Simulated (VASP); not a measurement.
**Hg: single point with PBEsol+D3(BJ)**

Hg:

```
CELL_PARAMETERS angstrom
3.26025 0.00000 0.00000
-1.63013 2.82346 0.00000
0.00000 0.00000 4.92070
ATOMIC_POSITIONS crystal
Hg 0.66667 0.33333 0.75000
Hg 0.33333 0.66667 0.25000
```

- Program: VASP 6.6.1
- Task: single point
- Functional: PBEsol
- Dispersion: D3(BJ)
- Potentials or basis: VASP PAW PBE potentials, release 64 (Hg)
- Cutoff: 520 eV
- k mesh: 18 × 18 × 10
- Occupations: gaussian, width 0.15 eV
- Spin: no spin polarisation
- Dipole correction: no
- Further INCAR settings: ALGO = Fast; EDIFF = 1e-06; NBANDS = 19

```yaml
Pressure: -1.0 GPa
Band_gap_on_the_k_mesh: zero (bands 12 and 13 overlap by 1.01 eV)
Dispersion_energy_per_atom: -0.441 eV
```

Levels at points of the mesh, in eV from the Fermi level:
| k point | band 9 | band 10 | band 11 | band 12 | band 13 | band 14 | band 15 | band 16 |
| --- | --- | --- | --- | --- | --- | --- | --- | --- |
| (0.00, 0.00, 0.00) | -6.74 | -5.80 | -5.80 | -1.32 | -0.52 | 11.87 | 11.87 | 12.62 |
| (0.50, 0.00, 0.00) | -5.74 | -5.59 | -2.71 | -2.62 | 3.46 | 3.69 | 4.36 | 6.34 |
| (0.00, 0.00, 0.50) | -6.04 | -6.04 | -6.04 | -6.04 | 8.41 | 8.41 | 12.86 | 12.86 |
| (0.50, 0.00, 0.50) | -5.79 | -5.79 | -1.53 | -1.53 | -0.25 | -0.25 | 9.00 | 9.00 |

Wall time 40 s on 1 thread of Intel(R) Xeon(R) 6975P-C (Granite Rapids), with other jobs on the host, peak memory 0.28 GiB.

Caveat: the PAW data sets were made with another functional, which shifts forces and pressure a little; spin-orbit coupling is left out, which moves the levels of the heavy elements.
